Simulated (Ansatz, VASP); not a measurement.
**One calculation of I, two programs**

```xyz
2
Lattice="0.0000 3.4635 3.4635 3.4635 0.0000 3.4635 3.4635 3.4635 0.0000" Properties=species:S:1:pos:R:3 pbc="T T T"
I    -0.8659   -0.8659   -0.8659
I     0.8659    0.8659    0.8659
```

Change from the starting cell: volume scaled by 0.68, LAPW.

Alike in both runs: task single point; functional PBE; k mesh 10 × 10 × 10; occupations fermi-dirac, width 0.1 eV; no spin polarisation.

```csv
,VASP,Ansatz
version,VASP 6.6.1,Ansatz 0.2.0
potentials or method,"VASP PAW PBE potentials, release 64 (I), cutoff 520 eV","all-electron LAPW, scalar-relativistic"
```

|  | VASP | Ansatz | Ansatz less VASP |
| --- | --- | --- | --- |
| pressure (GPa) | 10.3 | 10.3 | +0.04 |

Ansatz ran all-electron here, and VASP with PAW potentials.

Neither program's run includes spin-orbit coupling.
